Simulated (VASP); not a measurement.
## Sn: single point with PBE+D3(BJ)

Crystal: Sn.

```xyz
1
Lattice="-1.8948 1.8950 1.9941 1.8948 -1.8950 1.9941 1.8948 1.8950 -1.9941" Properties=species:S:1:pos:R:3 pbc="T T T"
Sn    0.0000    0.0000    0.0000
```

This cell differs from its parent crystal: strain +0.080 along x and y, -0.080 along z.

```yaml
Program: VASP 6.6.1
Task: single point
Functional: PBE
Dispersion: D3(BJ)
Potentials_or_basis: VASP PAW PBE potentials, release 64 (Sn_d)
Cutoff: 520 eV
k_mesh: 24 × 24 × 24
Occupations: gaussian, width 0.15 eV
Spin: no spin polarisation
Dipole_correction: no
Further_INCAR_settings: ALGO = Fast; EDIFF = 1e-06; NBANDS = 13
```

The pressure is -3.5 GPa, the band gap on the k mesh is zero (bands 7 and 8 overlap by 9.59 eV) and the dispersion energy per atom is -0.365 eV.

Stress tensor (GPa, compression positive):
```
-3.64  0.00  0.00
 0.00 -3.64  0.00
 0.00  0.00 -3.22
```

Levels at points of the mesh, in eV from the Fermi level:
```tsv
k point	band 4	band 5	band 6	band 7	band 8	band 9	band 10	band 11
(0.00, 0.00, 0.00)	-21.44	-21.42	-10.73	7.33	7.54	7.54	11.60	12.05
(0.50, 0.00, 0.00)	-21.43	-21.36	-6.47	-4.21	3.64	5.51	7.91	8.35
(0.00, 0.50, 0.00)	-21.43	-21.36	-6.46	-4.21	3.63	5.51	7.91	8.35
(0.50, 0.50, 0.00)	-21.43	-21.36	-6.17	-4.08	3.06	4.70	7.19	7.56
(0.50, 0.50, 0.50)	-21.37	-21.37	-2.84	-1.01	-0.12	-0.12	3.70	4.07
```

Run time: 26 min on 1 thread of Oxide Virtual Turin-like Processor, on a shared host, peak memory 0.7 GiB.

Caveat: the cell differs from its parent crystal (strain +0.080 along x and y, -0.080 along z); the cell stands under tension; spin-orbit coupling is left out, which moves the levels of the heavy elements.
